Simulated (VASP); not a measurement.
A run of VASP 6.6.1 is set up as follows.

The input INCAR:

```
PREC = Accurate
ENCUT = 600
EDIFF = 1E-7
ISMEAR = 0
SIGMA = 0.02
LREAL = F
LASPH = T
NELM = 100
ALGO = Normal
ISIF = 3
LWAVE = F
LCHARG = F
GGA = PE
IBRION = 2
NSW = 100
EDIFFG = -0.01
```

Contents of KPOINTS:

```
Automatic mesh
0
Gamma
  6 6 6
```

POSCAR

```
S
1.0
    5.5045141669      3.1780327360      1.8971419408
   -5.5045141669      3.1780327360      1.8971419408
    0.0000000000     -6.3560654720      1.8971419408
S
6
Direct
    0.6092023642      0.3794170361      0.2755945973
    0.2755945973      0.6092023642      0.3794170361
    0.3794170361      0.2755945973      0.6092023642
    0.3907976358      0.6205829639      0.7244054027
    0.7244054027      0.3907976358      0.6205829639
    0.6205829639      0.7244054027      0.3907976358
```

Potentials or basis: VASP PAW PBE potentials, release 64 (S).

Launch:

```console
$ cat potpaw_PBE.64/S/POTCAR > POTCAR
$ mpirun -np 1 vasp_std > vasp.out
```

Task: Estimate the relaxed volume.

Result: 33.03 Å³/atom.

Task: What does it give for the space group after relaxing (to 0.1 Å)?

Result: R-3 (No. 148).

Task: Estimate the relaxed cell.

Result: a = 6.621 Å, b = 6.621 Å, c = 6.621 Å, α = 112.15°, β = 112.15°, γ = 112.15°.

Task: Predict the band gap on the k mesh.

Result: 2.53 eV (least direct gap 2.70 eV).

Final structure:
```
S
1.0
     5.49395    3.17193    1.89556
    -5.49395    3.17193    1.89556
     0.00000   -6.34387    1.89556
S
6
Direct
  0.60932 0.37978 0.27607
  0.27607 0.60932 0.37978
  0.37978 0.27607 0.60932
  0.39068 0.62022 0.72393
  0.72393 0.39068 0.62022
  0.62022 0.72393 0.39068
```

Caveat: this functional lacks dispersion, which holds the molecules together, so the pressure and a relaxed volume are unreliable. A hybrid or GW would open this gap; PBE tends to underestimate it.
